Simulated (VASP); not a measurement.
## CsI: single point with PBE

The system is CsI.

```
Cs I
1.0
     4.60808    0.00000    0.00000
     0.00000    4.60808    0.00000
     0.00000    0.00000    4.60808
Cs I
1 1
Direct
  0.00000 0.00000 0.00000
  0.50000 0.50000 0.50000
```

| Quantity | Value |
| --- | --- |
| Program | VASP 6.6.1 |
| Task | single point |
| Functional | PBE |
| Potentials or basis | VASP PAW PBE potentials, release 64 (Cs_sv, I) |
| Cutoff | 500 eV |
| k mesh | 4 × 4 × 4 |
| Occupations | methfessel-paxton, width 0.2 eV |
| Spin | no spin polarisation |
| Dipole correction | no |
| Further INCAR settings | ALGO = Normal; EDIFF = 1e-06; NBANDS = 15 |

| Quantity | Value |
| --- | --- |
| Pressure | 0.4 GPa |
| Band gap on the k mesh | 3.79 eV, indirect (least direct gap 3.88 eV) |

Levels at points of the mesh, in eV from the valence-band top:
```tsv
k point	band 5	band 6	band 7	band 8	band 9	band 10	band 11	band 12
(0.00, 0.00, 0.00)	-7.13	-0.09	-0.09	-0.09	3.79	4.22	4.22	7.70
(0.50, 0.00, 0.00)	-7.07	-1.50	-0.23	-0.23	5.21	6.37	6.61	6.83
(0.50, 0.50, 0.00)	-7.04	-0.84	-0.84	0.00	4.25	4.91	6.09	6.09
(0.50, 0.50, 0.50)	-7.36	-1.24	-1.24	-1.24	7.09	7.09	7.09	7.73
```

Wall time 8.2 s on 1 thread of Intel(R) Xeon(R) Platinum 8559C (Emerald Rapids), with other jobs on the host, peak memory 0.2 GiB.

Caveat: spin-orbit coupling is left out, which moves the levels of the heavy elements. A k mesh can miss the band edges.
